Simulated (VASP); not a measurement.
The system is ZrC.

```
Zr C
1.0
     0.00000    2.36500    2.36500
     2.36500    0.00000    2.36500
     2.36500    2.36500    0.00000
Zr C
1 1
Direct
  0.00000 0.00000 0.00000
  0.50000 0.50000 0.50000
```

* Program: VASP 6.6.1
* Task: relaxation of cell and atoms
* Functional: PBEsol
* Potentials or basis: VASP PAW PBE potentials, release 64 (Zr_sv, C)
* Cutoff: 600 eV
* k mesh: 8 × 8 × 8
* Occupations: gaussian, width 0.1 eV
* Spin: no spin polarisation

At the start: pressure -8.2 GPa; volume 13.23 Å³/atom.

**Question.** How do energy, volume and symmetry change on relaxing?

**Answer.** Over 3 steps the energy falls by 13.0 meV/atom and the volume is 12.75 Å³/atom (-3.6 %); space group Fm-3m (No. 225, to 0.05 Å).

Step by step:
| step | energy change (eV) | largest force (eV/Å) | pressure (GPa) | volume (Å³) |
| --- | --- | --- | --- | --- |
| 1 | 0.0000 | 0.0000 | -8.23 | 26.46 |
| 2 | 0.0499 | 0.0000 | 16.65 | 23.94 |
| 3 | -0.0260 | 0.0000 | -0.15 | 25.49 |

Final structure:
```xyz
2
Lattice="0.0000 2.3360 2.3360 2.3360 0.0000 2.3360 2.3360 2.3360 0.0000" Properties=species:S:1:pos:R:3 pbc="T T T"
Zr    0.0000    0.0000    0.0000
C     2.3360    2.3360    2.3360
```

Caveat: the PAW data sets were made with another functional, which shifts forces and pressure a little.
